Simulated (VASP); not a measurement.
## SiO2: single point with LDA

The system is SiO2.

```
Si O
1.0
     3.87195    0.00000    0.00000
     0.00000    3.87195    0.00000
     0.00000    0.00000    2.86873
Si O
2 4
Direct
  0.50000 0.50000 0.50000
  0.00000 0.00000 0.00000
  0.69443 0.69443 0.00000
  0.19443 0.80557 0.50000
  0.30557 0.30557 0.00000
  0.80557 0.19443 0.50000
```

This cell differs from its parent crystal: volume 7.168 Å^3 an atom, c/a of the conventional cell 0.7409.

```json
{
  "Program": "VASP 6.6.1",
  "Task": "single point",
  "Functional": "LDA",
  "Potentials or basis": "VASP PAW LDA potentials, release 64 (Si, O)",
  "Cutoff": "520 eV",
  "k mesh": "6 × 6 × 10",
  "Occupations": "gaussian, width 0.05 eV",
  "Spin": "no spin polarisation",
  "Dipole correction": "no",
  "Further INCAR settings": "ALGO = Normal; EDIFF = 1e-06; NBANDS = 25"
}
```

```json
{
  "Pressure": "24.8 GPa",
  "Largest force": "0.640 eV/Å",
  "Band gap on the k mesh": "5.01 eV, direct"
}
```

Forces on the atoms (eV/Å):
```
Si   0.000  0.000  0.000
Si   0.000  0.000  0.000
O    0.452  0.452  0.000
O    0.452 -0.452  0.000
O   -0.452 -0.452  0.000
O   -0.452  0.452  0.000
```

Stress tensor (GPa, compression positive):
```
 46.58   0.00   0.00
  0.00  46.58   0.00
  0.00   0.00 -18.81
```

Levels at points of the mesh, in eV from the valence-band top:
```
           k point  band 14  band 15  band 16  band 17  band 18  band 19
(0.00, 0.00, 0.00)    -0.60    -0.60     0.00     5.01     6.35     7.08
(0.50, 0.00, 0.00)    -2.99    -0.91    -0.91     7.31     7.31     8.16
(0.50, 0.50, 0.00)    -3.20    -1.76    -1.76     7.08     7.08     9.52
(0.00, 0.00, 0.50)    -3.77    -2.55    -2.55    10.42    10.42    12.30
(0.50, 0.00, 0.50)    -1.85    -1.57    -1.57     9.98     9.98    12.27
(0.50, 0.50, 0.50)    -1.31    -1.20    -1.20     8.69     8.69    12.05
```

It took 32 s on 1 thread of Intel Xeon 6975P-C, on a shared host, peak memory 0.17 GiB.

 A k mesh can miss the band edges.
